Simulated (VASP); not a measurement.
# Bi (P-1) in VASP: electric field gradients with LDA

Aim: the electric field gradients of Bi with LDA.

All numbers are computed with VASP 6.6.1; they aren't measurements. Logs are shortened: lines on timing, memory, paths and dates and some standing lists are left out, and cuts for length are marked.

## (1) The cell of the first run

The typed cell holds 2 atoms: a = 4.674 Å, b = 4.775 Å, c = 4.790 Å, α = 57.30°, β = 56.87°, γ = 57.51°.

## (2) Electric field gradients, LDA (equal xy, yz and zx shear strains of -2 %)

The input, INCAR:

```
SYSTEM = Bi
  PREC = Accurate
  ENCUT = 520
  EDIFF = 1E-8
  ISMEAR = -1
  SIGMA = 0.03
  LREAL = .False.
  LASPH = .True.
  NELM = 60
  ALGO = Normal
  ISIF = 2
  LWAVE = .False.
  LCHARG = .False.
  LEFG = .True.
  NBANDS = 22
  KPAR = 4
```

The input, KPOINTS:

```
Automatic mesh
0
Gamma
  11 11 11
  0 0 0
```

The input, POSCAR:

```
Bi
1.0
    2.2203365086      1.2500469794      3.9181468334
   -2.3256628482      1.2955069730      3.9636068270
   -0.0132936605     -2.6641739523      3.9802463395
Bi
2
Direct
    0.2338900000      0.2338900000      0.2338900000
    0.7661100000      0.7661100000      0.7661100000
```

Potentials or basis: VASP PAW LDA potentials, release 64 (Bi_d).

Started as:

```sh
$ cat potpaw_LDA.64/Bi_d/POTCAR > POTCAR
$ mpirun -np 4 vasp_std > vasp.out
```

OUTCAR:

```text
SYSTEM = Bi
   PREC = Accurate
   ENCUT = 520
   EDIFF = 1E-8
   ISMEAR = -1
   LREAL = .False.
   LASPH = .True.
   NELM = 60
   ISIF = 2

 ion  position               nearest neighbor table
   1  0.234  0.234  0.234-   2 3.04   2 3.08   2 3.09   2 3.49   2 3.53   2 3.56
   2  0.766  0.766  0.766-   1 3.04   1 3.08   1 3.09   1 3.49   1 3.53   1 3.56

  LATTYP: Found a triclinic cell.
 ALAT       =     7.9422417171
 B/A-ratio  =     0.5773502692
 C/A-ratio  =     0.5884733818
 COS(alpha) =     0.0116485874
 COS(beta)  =     0.2723122627
 COS(gamma) =     0.8709151563

  Lattice vectors:

 A1 = (  -6.8583685445,   4.0051409189,   0.0288204811)
 A2 = (  -2.3123691877,   3.9596809253,  -0.0166395125)
 A3 = (  -2.2203365086,  -1.2500469794,  -3.9181468334)

Analysis of symmetry for initial positions (statically):
=====================================================================
 Subroutine PRICEL returns:
 Original cell was already a primitive cell.

 Routine SETGRP: Setting up the symmetry group for a
 triclinic supercell.

 Subroutine GETGRP returns: Found  2 space group operations
 (whereof  2 operations were pure point group operations)
 out of a pool of  2 trial point group operations.

The static configuration has the point symmetry S_2 .

Analysis of symmetry for dynamics (positions and initial velocities):
=====================================================================
 Subroutine PRICEL returns:
 Original cell was already a primitive cell.

 Routine SETGRP: Setting up the symmetry group for a
 triclinic supercell.

 Subroutine GETGRP returns: Found  2 space group operations
 (whereof  2 operations were pure point group operations)
 out of a pool of  2 trial point group operations.

The dynamic configuration has the point symmetry S_2 .

 Subroutine INISYM returns: Found  2 space group operations
 (whereof  2 operations are pure point group operations),
 and found     1 'primitive' translations

----------------------------------------------------------------------------------------

                                     Primitive cell

  volume of cell :      70.7449

  direct lattice vectors                    reciprocal lattice vectors
     2.220336509  1.250046979  3.918146833     0.222152904  0.130101620  0.087825361
    -2.325662848  1.295506973  3.963606827    -0.217883261  0.125656810  0.083380551
    -0.013293661 -2.664173952  3.980246339    -0.001714496 -0.253203283  0.081753638

  length of vectors
     4.673797842  4.774643974  4.789609639     0.272014041  0.264981255  0.266079874

  position of ions in fractional coordinates (direct lattice)
     0.233890000  0.233890000  0.233890000
     0.766110000  0.766110000  0.766110000

  ion indices of the primitive-cell ions
   primitive index   ion index
                 1           1
                 2           2

----------------------------------------------------------------------------------------

 KPOINTS: Automatic mesh

Automatic generation of k-mesh.
 Grid dimensions read from file:
 generate k-points for:   11   11   11

 Generating k-lattice:

  Cartesian coordinates                     Fractional coordinates (reciprocal lattice)
     0.020195719  0.011827420  0.007984124     0.090909091  0.000000000 -0.000000000
    -0.019807569  0.011423346  0.007580050    -0.000000000  0.090909091 -0.000000000
    -0.000155863 -0.023018480  0.007432149     0.000000000  0.000000000  0.090909091

  Length of vectors
     0.024728549  0.024089205  0.024189079

  Shift w.r.t. Gamma in fractional coordinates (k-lattice)
     0.000000000  0.000000000  0.000000000

 Subroutine IBZKPT returns following result:
 ===========================================

 Found    666 irreducible k-points:

 Following reciprocal coordinates:
            Coordinates               Weight
  0.000000  0.000000  0.000000      1.000000
  0.090909  0.000000 -0.000000      2.000000
  0.181818  0.000000  0.000000      2.000000
  0.272727  0.000000 -0.000000      2.000000
  0.363636  0.000000 -0.000000      2.000000
  0.454545  0.000000 -0.000000      2.000000
[... 16 lines left out ...]
  0.454545  0.181818 -0.000000      2.000000
 -0.454545  0.181818  0.000000      2.000000
 [... further k-points ...]
   k-points           NKPTS =    666   k-points in BZ     NKDIM =    666   number of bands    NBANDS=     22
   number of dos      NEDOS =    301   number of ions     NIONS =      2
   total plane-waves  NPLWV =  46656
   dimension x,y,z NGX =    36 NGY =   36 NGZ =   36
   dimension x,y,z NGXF=    72 NGYF=   72 NGZF=   72
   ions per type =               2
   NGX,Y,Z   is equivalent  to a cutoff of  12.81, 12.53, 12.50 a.u.
   NGXF,Y,Z  is equivalent  to a cutoff of  25.61, 25.07, 24.99 a.u.
 SYSTEM =  Bi
   PREC   = accura    normal or accurate (medium, high low for compatibility)
   ISTART =      0    job   : 0-new  1-cont  2-samecut
   ICHARG =      2    charge: 1-file 2-atom 10-const
   ISPIN  =      1    spin polarized calculation?
   LNONCOLLINEAR =      F non collinear calculations
   LSORBIT =      F    spin-orbit coupling
   LASPH  =      T    aspherical Exc in radial PAW
   ENCUT  =  520.0 eV  38.22 Ry    6.18 a.u.   8.69  8.88  8.91*2*pi/ulx,y,z
   NELM   =     60;   NELMIN=  2; NELMDL= -5     # of ELM steps
   EDIFF  = 0.1E-07   stopping-criterion for ELM
   LREAL  =      F    real-space projection
   EDIFFG = 0.1E-06   stopping-criterion for IOM
   NSW    =      0    number of steps for IOM
   IBRION =     -1    ionic relax: 0-MD 1-quasi-New 2-CG
   NFREE  =      0    steps in history (QN), initial steepest desc. (CG)
   ISIF   =      2    stress and relaxation
   ISYM   =      2    0-nonsym 1-usesym 2-fastsym
   POTIM  = 0.5000    time-step for ionic-motion
   TEBEG  =    0.0;   TEEND  =   0.0 temperature during run
   PSTRESS=    0.0 pullay stress
   NELECT =      30.0000    total number of electrons
   NUPDOWN=      -1.0000    fix difference up-down
   EMIN   =  10.00;   EMAX   =-10.00  energy-range for DOS
   EFERMI =   0.00;   METHOD = LEGACY
   ISMEAR =    -1;   SIGMA  =   0.03  broadening in eV -4-tet -1-fermi 0-gaus
   EFERMI_NEDOS =   21; number of points for ismear=-14 and -15
   IALGO  =     38    algorithm
   IMIX   =      4    mixing-type and parameters
     AMIX     =   0.40;   BMIX     =  1.00
     AMIX_MAG =   1.60;   BMIX_MAG =  1.00
  volume/ion in A,a.u.               =      35.37       238.70
  Fermi-wavevector in a.u.,A,eV,Ry     =   1.229939  2.324248 20.582218  1.512750
  Thomas-Fermi vector in A             =   2.364807
   LORBIT       =      0    0 simple, 1 ext, 2 COOP (PROOUT), +10 PAW based schemes
   GGA     = CA    functional components
   LHFCALC =     F    Hartree Fock is set to
   AEXX    =    0.0000 exact exchange contribution
   IVDW    =     0    specifies the selected vdW correction
   LEPSILON=     F    determine dielectric tensor
   LRPA    =     F    only Hartree local field effects (RPA)
 non-spin polarized calculation
  energy-cutoff  :      520.00
  volume of cell :       70.74
 maximum number of plane-waves:      1933
   NGX = 17   NGY = 17   NGZ = 17

 number of electron      30.0000003 magnetization

 Free energy of the ion-electron system (eV)
  ---------------------------------------------------
  ext. energy  EPLUGINS =         0.00000000
  ---------------------------------------------------
  free energy    TOTEN  =        -9.09882827 eV

  energy without entropy =       -9.09818999  energy(sigma->0) =       -9.09850913

 E-fermi :   6.0026     XC(G=0):  -9.7736

 val. band max:        5.9985974222   @ k =   0.1818   0.3636   0.1818
 cond. band min:       6.0032443319   @ k =  -0.0000   0.4545  -0.0000
 fundamental gap:      0.0046469097
 Fermi energy:         6.0025894933

 k-point     1 :       0.0000    0.0000    0.0000
  band No.  band energies     occupation
      1     -16.8549      2.00000
      2     -16.8364      2.00000
      3     -16.6954      2.00000
      4     -16.6913      2.00000
      5     -16.6751      2.00000
      6     -16.5101      2.00000
[... 14 lines left out ...]
     21      12.0161      0.00000
     22      12.0915      0.00000

 k-point     2 :       0.0909    0.0000   -0.0000
  band No.  band energies     occupation
      1     -16.8484      2.00000
      2     -16.8292      2.00000
      3     -16.6914      2.00000
      4     -16.6883      2.00000
      5     -16.6709      2.00000
      6     -16.5139      2.00000
[... 14 lines left out ...]
     21      11.8002      0.00000
     22      12.7962      0.00000
[... 523 lines left out ...]
     21      15.2931      0.00000
     22      15.7121      0.00000

 k-point    24 :      -0.4545    0.1818    0.0000
  band No.  band energies     occupation
      1     -16.7761      2.00000
      2     -16.6799      2.00000
      3     -16.6488      2.00000
      4     -16.6264      2.00000
      5     -16.6134      2.00000
      6     -16.5811      2.00000
[... 14 lines left out ...]
     21      14.6025      0.00000
     22      16.0224      0.00000

 [... further k-points ...]
[... 5 lines left out ...]
  --------------------------------------------------------------------------------------
  -------------------------------------------------------------------------------------
  Total       -0.9869061     -0.5951332     -0.7266694      0.0860299      0.3916092      0.1884132
  in kB      -22.3507223    -13.4781390    -16.4570735      1.9483419      8.8688770      4.2670438
  external PRESSURE =     -17.4286449 kB  Pullay stress =       0.0000000 kB

 VOLUME and BASIS-vectors are now :
 -----------------------------------------------------------------------------
  energy-cutoff  :      520.00
  volume of cell :       70.74
      direct lattice vectors                 reciprocal lattice vectors
     2.220336509  1.250046979  3.918146833     0.222152904  0.130101620  0.087825361
    -2.325662848  1.295506973  3.963606827    -0.217883261  0.125656810  0.083380551
    -0.013293661 -2.664173952  3.980246339    -0.001714496 -0.253203283  0.081753638

 POSITION                                       TOTAL-FORCE (eV/Angst)
 -----------------------------------------------------------------------------------
     -0.02774     -0.02774      2.77440         0.058630      0.116884      0.060403
     -0.09088     -0.09088      9.08760        -0.058630     -0.116884     -0.060403
 -----------------------------------------------------------------------------------
    total drift:                                0.000000     -0.000000      0.000000

  FREE ENERGIE OF THE ION-ELECTRON SYSTEM (eV)
  ---------------------------------------------------
  free  energy   TOTEN  =        -9.0988282701 eV

  energy  without entropy=       -9.0981899863  energy(sigma->0) =       -9.09850913

 Electric field gradients (V/A^2)
---------------------------------------------------------------------
 ion       V_xx      V_yy      V_zz      V_xy      V_xz      V_yz
---------------------------------------------------------------------
   1      26.557     4.796   -31.353    -8.436   -14.129   -25.320
   2      26.557     4.796   -31.353    -8.436   -14.129   -25.320
---------------------------------------------------------------------

 Electric field gradients after diagonalization (V/A^2)
 (convention: |V_zz| > |V_xx| > |V_yy|)
----------------------------------------------------------------------
 ion       V_xx      V_yy      V_zz     asymmetry (V_yy - V_xx)/ V_zz
----------------------------------------------------------------------
   1      30.256    17.749   -48.006       0.261
   2      30.256    17.749   -48.006       0.261
----------------------------------------------------------------------

           NMR quadrupolar parameters

 Cq : quadrupolar parameter    Cq=e*Q*V_zz/h
 eta: asymmetry parameters     (V_yy - V_xx)/ V_zz
 Q  : nuclear electric quadrupole moment in mb (millibarn)
----------------------------------------------------------------------
 ion       Cq(MHz)       eta       Q (mb)
----------------------------------------------------------------------
   1      -0.116       0.261       1.000
   2      -0.116       0.261       1.000
----------------------------------------------------------------------
```

Wall time 3.1 min (4 MPI ranks of Intel Xeon Platinum 8259CL at 2.50GHz (Skylake/Cascade Lake), shared host); peak memory 0.8 GiB.

What came out:

```
Free energy                             : -9.0988 eV
Pressure                                : -1.7 GPa
Largest force                           : 0.144 eV/Å
Band gap on the k mesh                  : zero (bands 15 and 16 overlap by 0.17 eV)
Largest electric field gradient by atom : Bi -48.0 V/Å²
```

Forces on the atoms (eV/Å):
```
Bi   0.059  0.117  0.060
Bi  -0.059 -0.117 -0.060
```

Stress tensor (GPa, compression positive):
```
-2.24  0.19  0.43
 0.19 -1.35  0.89
 0.43  0.89 -1.65
```

Electric field gradients, principal values (V/Å²):
```csv
atom,least,middle,greatest (by size)
1 Bi,17.749,30.256,-48.006
2 Bi,17.749,30.256,-48.006
```

Caveat: the cell differs from its parent crystal (equal xy, yz and zx shear strains of -2 %); without QUAD_EFG the Cq values of the log hold for a quadrupole moment of 1 mb, not for the nuclei; spin-orbit coupling is left out, which moves the levels of the heavy elements.
